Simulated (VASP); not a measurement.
# Al8N in VASP: notebook, part 4 of 4

VASP 6.6.1. The steps go on from the part before.

**6. Single point, PBE**

INCAR reads:

```
PREC     = Accurate       # precision mode
ENCUT    = 520            # plane-wave cutoff, eV
EDIFF    = 1E-6           # SCF threshold, eV
ISMEAR   = 0              # smearing method
SIGMA    = 0.1            # smearing width, eV
LREAL    = F              # projectors in reciprocal space
LASPH    = T              # aspherical terms in the spheres
NELM     = 80             # most SCF steps
ALGO     = Normal         # electronic algorithm
ISIF     = 2              # what is computed and relaxed
LWAVE    = F              # write WAVECAR
LCHARG   = F              # write CHGCAR
LDIPOL   = T            
IDIPOL   = 3            
DIPOL    = 0.5 0.5 0.400
GGA      = PE             # functional
NBANDS   = 24             # bands
```

KPOINTS reads:

```
regular mesh
0
Gamma
  9 9 1
```

POSCAR reads:

```
Al8N
1.0
    2.8543223330      0.0000000000      0.0000000000
   -1.4271611665      2.4719156510      0.0000000000
    0.0000000000      0.0000000000     33.4760593533
Al N
8 1
Direct
    0.3333333333      0.6666666667      0.1194883770
    0.0000000000      0.0000000000      0.1895622803
    0.6666666667      0.3333333333      0.2596361837
    0.0000000000      0.0000000000      0.3297100869
    0.3333333333      0.6666666667      0.3992195594
    0.0000000000      0.0000000000      0.4696536480
    0.6666666667      0.3333333333      0.5400996810
    0.0000000000      0.0000000000      0.6116627748
    0.3333333333     -0.3333333333      0.6854468476
```

Potentials or basis: VASP PAW PBE potentials, release 64 (Al, N).

Command:

```bash
cat potpaw_PBE.64/Al/POTCAR potpaw_PBE.64/N/POTCAR > POTCAR
mpirun -np 1 vasp_std > vasp.out
```

OUTCAR:

```text
PREC = Accurate
   ENCUT = 520
   EDIFF = 1E-6
   ISMEAR = 0
   LREAL = F
   LASPH = T
   NELM = 80
   ISIF = 2
   GGA = PE

 ion  position               nearest neighbor table
   1  0.333  0.667  0.119-   2 2.87   2 2.87   2 2.87
   2  0.000  0.000  0.190-   1 2.87   1 2.87   1 2.87   3 2.87   3 2.87   3 2.87
   3  0.667  0.333  0.260-   4 2.87   4 2.87   4 2.87   2 2.87   2 2.87   2 2.87
   4  0.000  0.000  0.330-   5 2.85   5 2.85   5 2.85   3 2.87   3 2.87   3 2.87
   5  0.333  0.667  0.399-   4 2.85   4 2.85   4 2.85   6 2.88   6 2.88   6 2.88
   6  0.000  0.000  0.470-   5 2.88   5 2.88   5 2.88   7 2.88   7 2.88   7 2.88
   7  0.667  0.333  0.540-   6 2.88   6 2.88   6 2.88   8 2.91   8 2.91   8 2.91
   8  0.000  0.000  0.612-   7 2.91   7 2.91   7 2.91
   9  0.333  0.667  0.685-

  LATTYP: Found a hexagonal cell.
 ALAT       =     2.8543223330
 C/A-ratio  =    11.7281986573

  Lattice vectors:

 A1 = (   2.8543223330,   0.0000000000,   0.0000000000)
 A2 = (  -1.4271611665,   2.4719156510,   0.0000000000)
 A3 = (   0.0000000000,   0.0000000000,  33.4760593533)

Analysis of symmetry for initial positions (statically):
=====================================================================
 Subroutine PRICEL returns:
 Original cell was already a primitive cell.

 Routine SETGRP: Setting up the symmetry group for a
 hexagonal supercell.

 Subroutine GETGRP returns: Found  6 space group operations
 (whereof  6 operations were pure point group operations)
 out of a pool of 24 trial point group operations.

The static configuration has the point symmetry C_3v.

Analysis of symmetry for dynamics (positions and initial velocities):
=====================================================================
 Subroutine PRICEL returns:
 Original cell was already a primitive cell.

 Routine SETGRP: Setting up the symmetry group for a
 hexagonal supercell.

 Subroutine GETGRP returns: Found  6 space group operations
 (whereof  6 operations were pure point group operations)
 out of a pool of 24 trial point group operations.

The dynamic configuration has the point symmetry C_3v.

 Subroutine INISYM returns: Found  6 space group operations
 (whereof  6 operations are pure point group operations),
 and found     1 'primitive' translations

----------------------------------------------------------------------------------------

                                     Primitive cell

  volume of cell :     236.1952

  direct lattice vectors                    reciprocal lattice vectors
     2.854322333  0.000000000  0.000000000     0.350345856  0.202272274  0.000000000
    -1.427161166  2.471915651  0.000000000     0.000000000  0.404544548  0.000000000
     0.000000000  0.000000000 33.476059353     0.000000000  0.000000000  0.029872094

  length of vectors
     2.854322333  2.854322333 33.476059353     0.404544548  0.404544548  0.029872094

  position of ions in fractional coordinates (direct lattice)
     0.333333333  0.666666667  0.119488377
     0.000000000  0.000000000  0.189562280
     0.666666667  0.333333333  0.259636184
     0.000000000  0.000000000  0.329710087
     0.333333333  0.666666667  0.399219559
     0.000000000  0.000000000  0.469653648
     0.666666667  0.333333333  0.540099681
     0.000000000  0.000000000  0.611662775
[... 57 lines left out ...]
   dimension x,y,z NGX =    24 NGY =   24 NGZ =  250
   dimension x,y,z NGXF=    48 NGYF=   48 NGZF=  500
   ions per type =               8   1
   NGX,Y,Z   is equivalent  to a cutoff of  13.98, 13.98, 12.42 a.u.
   NGXF,Y,Z  is equivalent  to a cutoff of  27.96, 27.96, 24.83 a.u.
 SYSTEM =  unknown system
   PREC   = accura    normal or accurate (medium, high low for compatibility)
   ISTART =      0    job   : 0-new  1-cont  2-samecut
   ICHARG =      2    charge: 1-file 2-atom 10-const
   ISPIN  =      1    spin polarized calculation?
   LNONCOLLINEAR =      F non collinear calculations
   LSORBIT =      F    spin-orbit coupling
   LASPH  =      T    aspherical Exc in radial PAW
   ENCUT  =  520.0 eV  38.22 Ry    6.18 a.u.   5.31  5.31 62.24*2*pi/ulx,y,z
   NELM   =     80;   NELMIN=  2; NELMDL= -5     # of ELM steps
   EDIFF  = 0.1E-05   stopping-criterion for ELM
   LREAL  =      F    real-space projection
   EDIFFG = 0.1E-04   stopping-criterion for IOM
   NSW    =      0    number of steps for IOM
   IBRION =     -1    ionic relax: 0-MD 1-quasi-New 2-CG
   NFREE  =      0    steps in history (QN), initial steepest desc. (CG)
   ISIF   =      2    stress and relaxation
   ISYM   =      2    0-nonsym 1-usesym 2-fastsym
   POTIM  = 0.5000    time-step for ionic-motion
   TEBEG  =    0.0;   TEEND  =   0.0 temperature during run
   PSTRESS=    0.0 pullay stress
   NELECT =      29.0000    total number of electrons
   NUPDOWN=      -1.0000    fix difference up-down
   EMIN   =  10.00;   EMAX   =-10.00  energy-range for DOS
   EFERMI =   0.00;   METHOD = LEGACY
   ISMEAR =     0;   SIGMA  =   0.10  broadening in eV -4-tet -1-fermi 0-gaus
   EFERMI_NEDOS =   21; number of points for ismear=-14 and -15
   IALGO  =     38    algorithm
   IMIX   =      4    mixing-type and parameters
     AMIX     =   0.40;   BMIX     =  1.00
     AMIX_MAG =   1.60;   BMIX_MAG =  1.00
  volume/ion in A,a.u.               =      26.24       177.10
  Fermi-wavevector in a.u.,A,eV,Ry     =   0.813674  1.537621  9.007949  0.662066
  Thomas-Fermi vector in A             =   1.923442
   LORBIT       =      0    0 simple, 1 ext, 2 COOP (PROOUT), +10 PAW based schemes
   GGA     = PE    functional components
   LHFCALC =     F    Hartree Fock is set to
   AEXX    =    0.0000 exact exchange contribution
   IVDW    =     0    specifies the selected vdW correction
   LEPSILON=     F    determine dielectric tensor
   LRPA    =     F    only Hartree local field effects (RPA)
 non-spin polarized calculation
 Gauss-broadening in eV      SIGMA  =   0.10
  energy-cutoff  :      520.00
  volume of cell :      236.20
 maximum number of plane-waves:      6403
 NGX is ok and might be reduce to    24
   NGX = 11   NGY = 11   NGZ =125

 number of electron      29.0000000 magnetization

 dipolmoment           0.000000      0.000000      0.143443 electrons x Angstroem

 Free energy of the ion-electron system (eV)
  ---------------------------------------------------
  ext. energy  EPLUGINS =         0.00000000
  ---------------------------------------------------
  free energy    TOTEN  =       -32.39588949 eV

  energy without entropy =      -32.37408836  energy(sigma->0) =      -32.38498892

 E-fermi :   2.2769     XC(G=0):  -6.7756

 val. band max:        2.2617646133   @ k =   0.2222   0.2222   0.0000
 cond. band min:       2.2836867240   @ k =   0.0000   0.0000   0.0000
 fundamental gap:      0.0219221108
 Fermi energy:         2.2768693782

 k-point     1 :       0.0000    0.0000    0.0000
  band No.  band energies     occupation
      1     -10.7213      2.00000
      2      -8.8051      2.00000
      3      -8.4832      2.00000
      4      -8.0272      2.00000
      5      -7.3330      2.00000
      6      -6.5280      2.00000
[... 313 lines left out ...]
     23       3.5388      0.00000
     24       3.5425      0.00000

------------------------ aborting loop because EDIFF is reached ----------------------------------------

 vacuum level on the upper side and lower side of the slab       (xc-potential included)         1.385        -2.478

  FORCE on cell =-STRESS in cart. coord.  units (eV):
  Direction    XX          YY          ZZ          XY          YZ          ZX
  --------------------------------------------------------------------------------------
  -------------------------------------------------------------------------------------
  Total       -3.7907579     -3.7907579     -4.9357876      0.0000000      0.0000000     -0.0000000
  in kB      -25.7137633    -25.7137633    -33.4808174      0.0000000      0.0000000     -0.0000000
  external PRESSURE =     -28.3027813 kB  Pullay stress =       0.0000000 kB

 VOLUME and BASIS-vectors are now :
 -----------------------------------------------------------------------------
  energy-cutoff  :      520.00
  volume of cell :      236.20
      direct lattice vectors                 reciprocal lattice vectors
     2.854322333  0.000000000  0.000000000     0.350345856  0.202272274  0.000000000
    -1.427161166  2.471915651  0.000000000     0.000000000  0.404544548  0.000000000
     0.000000000  0.000000000 33.476059353     0.000000000  0.000000000  0.029872094

 POSITION                                       TOTAL-FORCE (eV/Angst)
 -----------------------------------------------------------------------------------
     -0.00000      1.64794      4.00000         0.000000     -0.000000     -0.060429
      0.00000      0.00000      6.34580         0.000000     -0.000000      0.049733
      1.42716      0.82397      8.69160         0.000000     -0.000000      0.000853
      0.00000      0.00000     11.03739         0.000000     -0.000000     -0.085169
     -0.00000      1.64794     13.36430         0.000000     -0.000000      0.242128
      0.00000      0.00000     15.72215         0.000000     -0.000000     -0.156506
      1.42716      0.82397     18.08041         0.000000     -0.000000      0.086290
      0.00000      0.00000     20.47606         0.000000     -0.000000      1.878718
     -0.00000      1.64794     22.94606        -0.000000      0.000000     -1.955617
 -----------------------------------------------------------------------------------
    total drift:                                0.000000     -0.000000     -0.000880

  FREE ENERGIE OF THE ION-ELECTRON SYSTEM (eV)
  ---------------------------------------------------
  free  energy   TOTEN  =       -32.3958894867 eV

  energy  without entropy=      -32.3740883582  energy(sigma->0) =      -32.38498892

 vacuum level on the upper side and lower side of the slab         9.517         5.741
```

Wall time 4.7 min (1 thread of AMD EPYC 7R43 (Zen 3), shared host); peak memory 0.34 GiB.

Results:

| Property | Result |
| --- | --- |
| Free energy | -32.3959 eV |
| Largest force | 1.956 eV/Å |

Forces in eV/Å, atoms in the order of the input:
```
Al   0.000  0.000 -0.060
Al   0.000  0.000  0.050
Al   0.000  0.000  0.001
Al   0.000  0.000 -0.085
Al   0.000  0.000  0.242
Al   0.000  0.000 -0.157
Al   0.000  0.000  0.086
Al   0.000  0.000  1.879
N    0.000  0.000 -1.956
```

**7. Single point, PBE**

INCAR reads:

```
ALGO     = Normal         # electronic algorithm
DIPOL    = 0.5 0.5 0.404
EDIFF    = 1E-7           # SCF threshold, eV
ENCUT    = 520            # plane-wave cutoff, eV
GGA      = PE             # functional
IDIPOL   = 3            
ISIF     = 2              # what is computed and relaxed
ISMEAR   = 0              # smearing method
LASPH    = T              # aspherical terms in the spheres
LCHARG   = F              # write CHGCAR
LDIPOL   = T            
LREAL    = F              # projectors in reciprocal space
LWAVE    = F              # write WAVECAR
NBANDS   = 24             # bands
NELM     = 60             # most SCF steps
PREC     = Accurate       # precision mode
SIGMA    = 0.1            # smearing width, eV
```

KPOINTS reads:

```
k-points
0
Gamma
  9 9 1
```

POSCAR, as its differences from that of step 6:

```diff
@@ -16,2 +16,2 @@
     0.0000000000      0.0000000000      0.6116627748
-    0.3333333333     -0.3333333333      0.6854468476
+    0.3333333333     -0.3333333333      0.7212933607
```

Command:

```bash
cat potpaw_PBE.64/Al/POTCAR potpaw_PBE.64/N/POTCAR > POTCAR
mpirun -np 1 vasp_std > vasp.out
```

It took 7.7 min on 1 thread of AMD EPYC 7R43 (Zen 3), shared host; peak memory 0.31 GiB.

It converged, with:

```yaml
Free_energy: -31.2422 eV
Largest_force: 0.367 eV/Å
```

Forces in eV/Å, atoms in the order of the input:
```
Al   0.000  0.000 -0.084
Al   0.000  0.000  0.033
Al   0.000  0.000  0.005
Al   0.000  0.000 -0.130
Al   0.000  0.000  0.204
Al   0.000  0.000 -0.051
Al   0.000  0.000 -0.031
Al   0.000  0.000  0.367
N    0.000  0.000 -0.313
```

Levels at points of the mesh, in eV from the Fermi level:
```
           k point  band 11  band 12  band 13  band 14  band 15  band 16
(0.00, 0.00, 0.00)    -2.38    -1.17    -0.51     1.10     1.48     1.48
```
